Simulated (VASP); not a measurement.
Set up this calculation in VASP 6.6.1, as the native input.

| Property | Result |
| --- | --- |
| Task | single point |
| Functional | HSE06 |
| Potentials or basis | VASP PAW PBE potentials, release 64 (Mg, O) |
| Cutoff | 520 eV |
| k mesh | 6 × 6 × 6 |
| Occupations | gaussian, width 0.01 eV |
| Spin | no spin polarisation |
| Dipole correction | no |
| Grid for exact exchange (PRECFOCK) | Normal |
| Further INCAR settings | ALGO = Normal; EDIFF = 1e-06; NBANDS = 11 |
| Share of exact exchange | 0.25 |
| Screening parameter | 0.2079 1/Å |

Crystal: MgO.

```xyz
2
Lattice="0.0000 2.1709 2.2820 2.1709 0.0000 2.2820 2.1709 2.1709 0.0000" Properties=species:S:1:pos:R:3 pbc="T T T"
Mg    0.0000    0.0000    0.0000
O     1.0854    1.0854    1.1410
```

This cell differs from its parent crystal: biaxial xy strain -4.9%.

These files were run (other wordings do the same):

POSCAR

```
MgO
1.0
    0.0000000000      2.1708719866      2.2820056624
    2.1708719866      0.0000000000      2.2820056624
    2.1708719866      2.1708719866      0.0000000000
Mg O
1 1
Direct
    0.0000000000      0.0000000000      0.0000000000
    0.2500000000      0.2500000000      0.2500000000
```

INCAR.step1

```
  ALGO = Normal
  EDIFF = 1E-5
  ENCUT = 520
  GGA = PE
  ISIF = 2
  ISMEAR = 0
  LASPH = T
  LCHARG = F
  LREAL = F
  LWAVE = T
  NBANDS = 11
  NELM = 80
  PREC = Accurate
  SIGMA = 0.01
```

INCAR.step2

```
  ALGO = Normal
  EDIFF = 1E-6
  ENCUT = 520
  GGA = PE
  HFSCREEN = 0.2079
  ISIF = 2
  ISMEAR = 0
  ISTART = 1
  LASPH = T
  LCHARG = F
  LHFCALC = T
  LREAL = F
  LWAVE = F
  NBANDS = 11
  NELM = 80
  PREC = Accurate
  PRECFOCK = Normal
  SIGMA = 0.01
```

KPOINTS

```
k-points
0
Gamma
  6 6 6
```

Potentials or basis: VASP PAW PBE potentials, release 64 (Mg, O).

Run with:

```console
$ cat potpaw_PBE.64/Mg/POTCAR potpaw_PBE.64/O/POTCAR > POTCAR
$ cp INCAR.step1 INCAR
$ mpirun -np 1 vasp_std > vasp.out
$ cp INCAR.step2 INCAR
$ mpirun -np 1 vasp_std > vasp.out
```

It gave:

| Property | Result |
| --- | --- |
| Pressure | 15.3 GPa |
| Band gap on the k mesh | 5.85 eV |

Caveat: the cell differs from its parent crystal (biaxial xy strain -4.9%); the cell stands under pressure; the structure was generated, so it needn't be the stable form of MgO; the PAW data sets were made with another functional, which shifts forces and pressure a little.

Run time: 13 min on 1 thread of Intel(R) Xeon(R) Platinum 8488C (Sapphire Rapids) (shared host), peak memory 0.25 GiB.
